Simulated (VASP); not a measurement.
PbO2: single point with RPBE+D3(BJ)

The system is PbO2.

```xyz
3
Lattice="0.0000 2.6171 2.6171 2.6171 0.0000 2.6171 2.6171 2.6171 0.0000" Properties=species:S:1:pos:R:3 pbc="T T T"
Pb    0.0000    0.0000    0.0000
O     3.9256    3.9256    3.9256
O     1.3085    1.3085    1.3085
```

```
Program                : VASP 6.6.1
Task                   : single point
Functional             : RPBE
Dispersion             : D3(BJ)
Potentials or basis    : VASP PAW PBE potentials, release 64 (Pb_d, O)
Cutoff                 : 520 eV
k mesh                 : 9 × 9 × 9
Occupations            : fermi-dirac, width 0.05 eV
Spin                   : no spin polarisation
Dipole correction      : no
Further INCAR settings : ALGO = Normal; EDIFF = 1e-07; NBANDS = 20
```

```yaml
Pressure: 0.4 GPa
Band_gap_on_the_k_mesh: zero (band 13 reaches 7.01 eV, above the bottom of band 14 at 5.67 eV)
Dispersion_energy_per_atom: -1.192 eV
```

Levels at points of the mesh, in eV from the Fermi level:
```tsv
k point	band 11	band 12	band 13	band 14	band 15	band 16
(0.00, 0.00, 0.00)	-1.98	-1.43	-1.43	-1.43	7.34	7.34
```

Wall time 57 s on 1 thread of AMD EPYC 7R13, with other jobs on the host, peak memory 0.15 GiB.

Caveat: the PAW data sets were made with another functional, which shifts forces and pressure a little; spin-orbit coupling is left out, which moves the levels of the heavy elements; pairwise dispersion overbinds metals, which lowers pressure and volume.
